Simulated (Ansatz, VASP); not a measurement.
# Te6Mo3H in VASP and in Ansatz

Contents of INCAR:

```
PREC = Accurate
ENCUT = 400
EDIFF = 1E-6
ISMEAR = 0
SIGMA = 0.05
LREAL = F
LASPH = T
NELM = 120
ALGO = Normal
ISIF = 2
LWAVE = F
LCHARG = F
GGA = PS
IVDW = 12
NBANDS = 50
GGA_COMPAT = F
```

File KPOINTS:

```
regular mesh
0
Gamma
  9 9 2
```

File POSCAR:

```
Te6Mo3H
1.0
    3.4334342720      0.0000000000      0.0000000000
   -1.7167171360      2.9734413017      0.0000000000
    0.0000000000      0.0000000000     20.7704294686
Te Mo H
6 3 1
Direct
    0.0000000000      0.0000000000      0.9125759363
    0.3333333333      0.6666666667      0.5917818730
    0.3333333333      0.6666666667      0.2333053354
    0.3333333333      0.6666666667      0.7666946646
    0.3333333333      0.6666666667      0.4082181270
    0.0000000000      0.0000000000      0.0874240637
    0.0000000000      0.0000000000      0.6791511892
    0.0000000000      0.0000000000      0.3208488108
    0.3333333333      0.6666666667      0.0000000000
    0.0310235033      0.0571784183      0.4190103014
```

Input for Ansatz:

```yaml
crystal:
  lattice:
    - [3.433434272, 0.0, 0.0]
    - [-1.716717136, 2.9734413017, 0.0]
    - [0.0, 0.0, 20.7704294686]
  atoms:
    - { symbol: Te, position: [0.0, 0.0, 0.9125759363] }
    - { symbol: Te, position: [0.3333333333, 0.6666666667, 0.591781873] }
    - { symbol: Te, position: [0.3333333333, 0.6666666667, 0.2333053354] }
    - { symbol: Te, position: [0.3333333333, 0.6666666667, 0.7666946646] }
    - { symbol: Te, position: [0.3333333333, 0.6666666667, 0.408218127] }
    - { symbol: Te, position: [0.0, 0.0, 0.0874240637] }
    - { symbol: Mo, position: [0.0, 0.0, 0.6791511892] }
    - { symbol: Mo, position: [0.0, 0.0, 0.3208488108] }
    - { symbol: Mo, position: [0.3333333333, 0.6666666667, 0.0] }
    - { symbol: H, position: [0.0310235033, 0.0571784183, 0.4190103014] }
basis:
  ecutwfc: 420
kpoints:
  mp_grid: { grid: [9, 9, 2] }
hamiltonian:
  xc: pbesol
  pseudopotentials: { kind: paw, azcp: { folder: soft_1 } }
  dispersion: d3bj
scf:
  occupations: { method: gaussian, width: 0.05 }
output:
  forces: true
  stress: true
  eigenvalues: true
```

Alike in both runs: task single point; functional PBEsol; dispersion D3(BJ); k mesh 9 × 9 × 2; occupations gaussian, width 0.05 eV; no spin polarisation.

|  | VASP | Ansatz |
| --- | --- | --- |
| version | VASP 6.6.1 | Ansatz 0.2.0 |
| potentials or method | VASP PAW PBE potentials, release 64 (Te, Mo_sv, H), cutoff 400 eV | scalar-relativistic, plane waves, PAW |
| valence electrons in the cell | 79 | 139 |

VASP gave:

```
gap on the k mesh at the Fermi level (eV)                     : none
pressure (GPa)                                                : 2.6
traceless stress, the component that is largest in VASP (GPa) : -1.02
rms of the force components (eV/Å)                            : 0.357
```

**Question.** Estimate Ansatz's values.

**Answer.** gap on the k mesh at the Fermi level (eV): none; pressure (GPa): 2.7; traceless stress, the component that is largest in VASP (GPa): -1.07; rms of the force components (eV/Å): 0.349.

VASP's potentials were made for PBE, not for PBEsol, and Ansatz warns of the same on its side. Atom by atom the forces differ by 0.017 eV/Å (rms over components). A gap of «none» marks a metal or a gap that the smearing closes. VASP's potentials hold 79 valence electrons a cell and Ansatz's 139, so a difference there can come from the potentials and not from the codes.

Spin-orbit coupling is off throughout.
